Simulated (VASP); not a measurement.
# Mg in VASP: notebook

Runs on Mg. Level: PBE. Tasks: single point.

Everything below comes from runs of VASP 6.6.1. Logs are shortened: lines on timing, memory, paths and dates and some standing lists are left out, and cuts for length are marked.

**1. The cell of the first run**

The cell holds a sheet with vacuum, 2 atoms: a = 2.872 Å, b = 2.872 Å, c = 17.000 Å, α = 90.00°, β = 90.00°, γ = 90.00°.

The cell was generated, and may not be a known phase.

**2. Single point, PBE**

Input file INCAR:

```
PREC = Accurate ; ENCUT = 520
EDIFF = 1E-6 ; ISMEAR = 0
SIGMA = 0.1 ; LREAL = False
LASPH = True ; NELM = 100
ALGO = Normal ; ISIF = 2
LWAVE = False ; LCHARG = True
LDIPOL = True ; IDIPOL = 3
DIPOL = 0.5 0.5 0.500 ; GGA = PE
LELF = True ; LVHAR = True
LVACPOTAV = True ; NBANDS = 9
```

Input file KPOINTS:

```
regular mesh
0
Gamma
  6 6 1
```

Input file POSCAR:

```
Mg
1.0
    2.8722830000      0.0000000000      0.0000000000
    0.0000000000      2.8722830000      0.0000000000
    0.0000000000      0.0000000000     17.0000000000
Mg
2
Direct
    0.0000000000      0.0000000000      0.4316351300
    0.0000000000      0.0000000000      0.5683648700
```

Potentials or basis: VASP PAW PBE potentials, release 64 (Mg).

Launch:

```sh
cat potpaw_PBE.64/Mg/POTCAR > POTCAR
mpirun -np 1 vasp_std > vasp.out
```

OUTCAR:

```text
PREC = Accurate
   ENCUT = 520
   EDIFF = 1E-6
   ISMEAR = 0
   LREAL = False
   LASPH = True
   NELM = 100
   ISIF = 2
   GGA = PE

 ion  position               nearest neighbor table
   1  0.000  0.000  0.432-   2 2.32
   2  0.000  0.000  0.568-   1 2.32

  LATTYP: Found a simple tetragonal cell.
 ALAT       =     2.8722830000
 C/A-ratio  =     5.9186368474

  Lattice vectors:

 A1 = (   2.8722830000,   0.0000000000,   0.0000000000)
 A2 = (   0.0000000000,   2.8722830000,   0.0000000000)
 A3 = (   0.0000000000,   0.0000000000,  17.0000000000)

Analysis of symmetry for initial positions (statically):
=====================================================================
 Subroutine PRICEL returns:
 Original cell was already a primitive cell.

 Routine SETGRP: Setting up the symmetry group for a
 simple tetragonal supercell.

 Subroutine GETGRP returns: Found 16 space group operations
 (whereof 16 operations were pure point group operations)
 out of a pool of 16 trial point group operations.

The static configuration has the point symmetry D_4h.

Analysis of symmetry for dynamics (positions and initial velocities):
=====================================================================
 Subroutine PRICEL returns:
 Original cell was already a primitive cell.

 Routine SETGRP: Setting up the symmetry group for a
 simple tetragonal supercell.

 Subroutine GETGRP returns: Found 16 space group operations
 (whereof 16 operations were pure point group operations)
 out of a pool of 16 trial point group operations.

The dynamic configuration has the point symmetry D_4h.

 Subroutine INISYM returns: Found 16 space group operations
 (whereof 16 operations are pure point group operations),
 and found     1 'primitive' translations

----------------------------------------------------------------------------------------

                                     Primitive cell

  volume of cell :     140.2502

  direct lattice vectors                    reciprocal lattice vectors
     2.872283000  0.000000000  0.000000000     0.348155109  0.000000000  0.000000000
     0.000000000  2.872283000  0.000000000     0.000000000  0.348155109  0.000000000
     0.000000000  0.000000000 17.000000000     0.000000000  0.000000000  0.058823529

  length of vectors
     2.872283000  2.872283000 17.000000000     0.348155109  0.348155109  0.058823529

[... 71 lines left out ...]
   ISIF   =      2    stress and relaxation
   ISYM   =      2    0-nonsym 1-usesym 2-fastsym
   POTIM  = 0.5000    time-step for ionic-motion
   TEBEG  =    0.0;   TEEND  =   0.0 temperature during run
   PSTRESS=    0.0 pullay stress
   NELECT =       4.0000    total number of electrons
   NUPDOWN=      -1.0000    fix difference up-down
   EMIN   =  10.00;   EMAX   =-10.00  energy-range for DOS
   EFERMI =   0.00;   METHOD = LEGACY
   ISMEAR =     0;   SIGMA  =   0.10  broadening in eV -4-tet -1-fermi 0-gaus
   EFERMI_NEDOS =   21; number of points for ismear=-14 and -15
   IALGO  =     38    algorithm
   IMIX   =      4    mixing-type and parameters
     AMIX     =   0.40;   BMIX     =  1.00
     AMIX_MAG =   1.60;   BMIX_MAG =  1.00
  volume/ion in A,a.u.               =      70.13       473.23
  Fermi-wavevector in a.u.,A,eV,Ry     =   0.500181  0.945205  3.403917  0.250181
  Thomas-Fermi vector in A             =   1.508056
   LORBIT       =      0    0 simple, 1 ext, 2 COOP (PROOUT), +10 PAW based schemes
   GGA     = PE    functional components
   LHFCALC =     F    Hartree Fock is set to
   AEXX    =    0.0000 exact exchange contribution
   IVDW    =     0    specifies the selected vdW correction
   LEPSILON=     F    determine dielectric tensor
   LRPA    =     F    only Hartree local field effects (RPA)
 non-spin polarized calculation
 Gauss-broadening in eV      SIGMA  =   0.10
  energy-cutoff  :      520.00
  volume of cell :      140.25
 maximum number of plane-waves:      3815
 NGX is ok and might be reduce to    24
   NGX = 11   NGY = 11   NGZ = 63

 number of electron       4.0000000 magnetization

 dipolmoment           0.000000      0.000000     -0.000000 electrons x Angstroem

 Free energy of the ion-electron system (eV)
  ---------------------------------------------------
  ext. energy  EPLUGINS =         0.00000000
  ---------------------------------------------------
  free energy    TOTEN  =        -1.12286128 eV

  energy without entropy =       -1.11642146  energy(sigma->0) =       -1.11964137

 E-fermi :  -1.5478     XC(G=0):  -3.6277

 val. band max:       -1.9210267305   @ k =   0.5000   0.3333   0.0000
 cond. band min:      -1.4728273600   @ k =   0.3333   0.3333   0.0000
 fundamental gap:      0.4481993705
 Fermi energy:        -1.5477540381

 k-point     1 :       0.0000    0.0000    0.0000
  band No.  band energies     occupation
      1      -8.2509      2.00000
      2      -5.3894      2.00000
      3      -2.3980      2.00000
      4       0.7838      0.00000
      5       1.6969      0.00000
      6       3.1948      0.00000
      7       3.2196      0.00000
      8       6.1635      0.00000
      9       6.3753      0.00000
[... 97 lines left out ...]
 k-point    10 :       0.5000    0.5000    0.0000
  band No.  band energies     occupation
      1      -0.2241      0.00000
      2      -0.2241      0.00000
      3       1.0704      0.00000
      4       1.3280      0.00000
      5       2.5253      0.00000
      6       2.5253      0.00000
      7       3.4915      0.00000
      8       4.7483      0.00000
      9       5.6227      0.00000

------------------------ aborting loop because EDIFF is reached ----------------------------------------

  FORCE on cell =-STRESS in cart. coord.  units (eV):
  Direction    XX          YY          ZZ          XY          YZ          ZX
  --------------------------------------------------------------------------------------
  -------------------------------------------------------------------------------------
  Total        1.1885251      1.1885251      5.9366896      0.0000000     -0.0000000      0.0000000
  in kB       13.5773674     13.5773674     67.8190256      0.0000000     -0.0000000      0.0000000
  external PRESSURE =      31.6579201 kB  Pullay stress =       0.0000000 kB

 VOLUME and BASIS-vectors are now :
 -----------------------------------------------------------------------------
  energy-cutoff  :      520.00
  volume of cell :      140.25
      direct lattice vectors                 reciprocal lattice vectors
     2.872283000  0.000000000  0.000000000     0.348155109  0.000000000  0.000000000
     0.000000000  2.872283000  0.000000000     0.000000000  0.348155109  0.000000000
     0.000000000  0.000000000 17.000000000     0.000000000  0.000000000  0.058823529

 POSITION                                       TOTAL-FORCE (eV/Angst)
 -----------------------------------------------------------------------------------
      0.00000      0.00000      7.33780         0.000000      0.000000     -2.554735
      0.00000      0.00000      9.66220         0.000000      0.000000      2.554735
 -----------------------------------------------------------------------------------
    total drift:                               -0.000000     -0.000000     -0.000000

  FREE ENERGIE OF THE ION-ELECTRON SYSTEM (eV)
  ---------------------------------------------------
  free  energy   TOTEN  =        -1.1228612806 eV

  energy  without entropy=       -1.1164214640  energy(sigma->0) =       -1.11964137

 vacuum level on the upper side and lower side of the slab         2.180         2.180
```

OSZICAR:

```text
N       E                     dE             d eps       ncg     rms          rms(c)
DAV:   1     0.651252582493E+01    0.65125E+01   -0.11134E+03   180   0.269E+02
DAV:   2    -0.117890175749E+01   -0.76914E+01   -0.73526E+01   253   0.324E+01
DAV:   3    -0.132726186230E+01   -0.14836E+00   -0.14793E+00   256   0.536E+00
DAV:   4    -0.132808543229E+01   -0.82357E-03   -0.82354E-03   286   0.424E-01
DAV:   5    -0.132809474030E+01   -0.93080E-05   -0.93078E-05   254   0.432E-02    0.117E+00
DAV:   6    -0.117827601650E+01    0.14982E+00   -0.25944E-01   198   0.105E+00    0.648E-01
DAV:   7    -0.112323201955E+01    0.55044E-01   -0.32965E-01   222   0.120E+00    0.152E-01
DAV:   8    -0.112353343360E+01   -0.30141E-03   -0.15404E-02   208   0.412E-01    0.583E-02
DAV:   9    -0.112293211536E+01    0.60132E-03   -0.26309E-03   220   0.131E-01    0.281E-02
DAV:  10    -0.112279413830E+01    0.13798E-03   -0.10739E-03   240   0.745E-02    0.169E-02
DAV:  11    -0.112278471911E+01    0.94192E-05   -0.11984E-04   214   0.321E-02    0.869E-03
DAV:  12    -0.112278170617E+01    0.30129E-05   -0.11159E-04   215   0.236E-02    0.406E-03
DAV:  13    -0.112280126695E+01   -0.19561E-04   -0.16720E-05   198   0.110E-02    0.307E-03
DAV:  14    -0.112283949667E+01   -0.38230E-04   -0.94434E-06   213   0.893E-03    0.937E-04
DAV:  15    -0.112285519879E+01   -0.15702E-04   -0.17229E-06   215   0.398E-03    0.693E-04
DAV:  16    -0.112286078417E+01   -0.55854E-05   -0.56495E-07   194   0.222E-03    0.159E-04
DAV:  17    -0.112286128059E+01   -0.49642E-06   -0.71698E-08   203   0.826E-04
   1 F= -.11228613E+01 E0= -.11196414E+01  d E =-.643982E-02
```

Wall time 14 s (1 thread of Intel Xeon Platinum 8488C (Sapphire Rapids), shared host); peak memory 0.24 GiB.

What came out:

* Free energy: -1.1229 eV
* Largest force: 2.555 eV/Å
* Band gap on the k mesh: zero (bands 2 and 3 overlap by 2.17 eV)

Forces in eV/Å, atoms in the order of the input:
```
Mg   0.000  0.000 -2.555
Mg   0.000  0.000  2.555
```

Caveat: the k points lie up to 0.36 Å⁻¹ apart, too coarse for converged energies and pressures of a metal.

**3. Single point, PBE**

This run uses another cell than the first one.

Input file INCAR:

```
PREC = Accurate ; ENCUT = 520
EDIFF = 1E-6 ; ISMEAR = 0
SIGMA = 0.1 ; LREAL = F
LASPH = T ; NELM = 80
ALGO = Normal ; ISIF = 2
LWAVE = F ; LCHARG = F
LDIPOL = T ; IDIPOL = 3
DIPOL = 0.5 0.5 0.299 ; GGA = PE
NBANDS = 9
```

KPOINTS is that of step 2.

Input file POSCAR:

```
Mg
1.0
    2.9265713909      0.0000000000      0.0000000000
    0.0000000000      2.9265713909      0.0000000000
    0.0000000000      0.0000000000     28.4488111600
Mg
2
Direct
    0.0000000000      0.0000000000      0.2433863453
    0.0000000000      0.0000000000      0.3541781682
```

Potentials or basis: VASP PAW PBE potentials, release 64 (Mg).

Launch:

```sh
cat potpaw_PBE.64/Mg/POTCAR > POTCAR
mpirun -np 1 vasp_std > vasp.out
```

Wall time 22 s (1 thread of Intel Xeon Platinum 8488C (Sapphire Rapids), shared host); peak memory 0.32 GiB.

The run converged. Its results:

| Quantity | Value |
| --- | --- |
| Free energy | -1.8411 eV |
| Largest force | 0.007 eV/Å |
| Band gap on the k mesh | zero (bands 2 and 3 overlap by 3.14 eV) |

Forces on the atoms (eV/Å):
```
Mg   0.000  0.000  0.007
Mg   0.000  0.000 -0.007
```

Levels at points of the mesh, in eV from the Fermi level:
```csv
k point,band 1,band 2,band 3,band 4,band 5,band 6,band 7
"(0.00, 0.00, 0.00)",-5.70,-4.14,-0.98,1.75,3.39,3.95,4.02
"(0.50, 0.00, 0.00)",-1.44,-1.39,-0.09,0.36,2.83,3.62,5.90
"(0.50, 0.50, 0.00)",2.16,2.16,3.31,3.42,3.47,3.47,4.49
```

**4. Single point, PBE**

This run uses another cell than the first one.

Input file INCAR:

```
SYSTEM = Mg
PREC = Accurate ; ENCUT = 520
EDIFF = 1E-6 ; ISMEAR = 0
SIGMA = 0.1 ; LREAL = .FALSE.
LASPH = .TRUE. ; NELM = 100
ALGO = Normal ; ISIF = 2
LWAVE = .FALSE. ; LCHARG = .FALSE.
LDIPOL = .TRUE. ; IDIPOL = 3
DIPOL = 0.5 0.5 0.299 ; GGA = PE
NBANDS = 9
```

Input file KPOINTS:

```
regular mesh
0
G
  18 18 1
  0 0 0
```

POSCAR is that of step 3.

Launch:

```sh
cat potpaw_PBE.64/Mg/POTCAR > POTCAR
mpirun -np 1 vasp_std > vasp.out
```

It took 79 s on 1 thread of Intel Xeon Platinum 8488C (Sapphire Rapids), shared host; peak memory 0.37 GiB.

Results (log left out):

```
Free energy            : -1.8316 eV
Largest force          : 0.056 eV/Å
Band gap on the k mesh : zero (bands 2 and 3 overlap by 3.28 eV)
```

Forces in eV/Å, atoms in the order of the input:
```
Mg   0.000  0.000  0.056
Mg   0.000  0.000 -0.056
```

Levels at points of the mesh, in eV from the Fermi level:
```
           k point  band 1  band 2  band 3  band 4  band 5  band 6  band 7
(0.00, 0.00, 0.00)   -5.65   -4.11   -0.96    1.73    3.32    3.87    3.92
(0.50, 0.00, 0.00)   -1.39   -1.34   -0.05    0.39    2.84    3.64    5.89
(0.50, 0.50, 0.00)    2.22    2.22    3.36    3.47    3.51    3.51    4.53
```

**5. Summary**

```tsv
cell	k mesh	gap on the mesh (eV)	largest force (eV/Å)
a = 2.872, b = 2.872, c = 17.000 Å, 2 atoms, atomic positions A	6 × 6 × 1	none	2.55
a = 2.927, b = 2.927, c = 28.449 Å, 2 atoms, atomic positions B	6 × 6 × 1	none	0.01
a = 2.927, b = 2.927, c = 28.449 Å, 2 atoms, atomic positions B	18 × 18 × 1	none	0.06
```

Alike in all rows: task single point; level PBE; potentials or basis VASP PAW PBE potentials, release 64 (Mg); no spin polarisation; cutoff (eV) 520; smearing gaussian 0.1 eV.

Caveats: some runs use coarse meshes.

Absolute energies hang on the potentials; compare differences alone.

The gap in the log of VASP goes by the Fermi energy; the results here count the filled bands.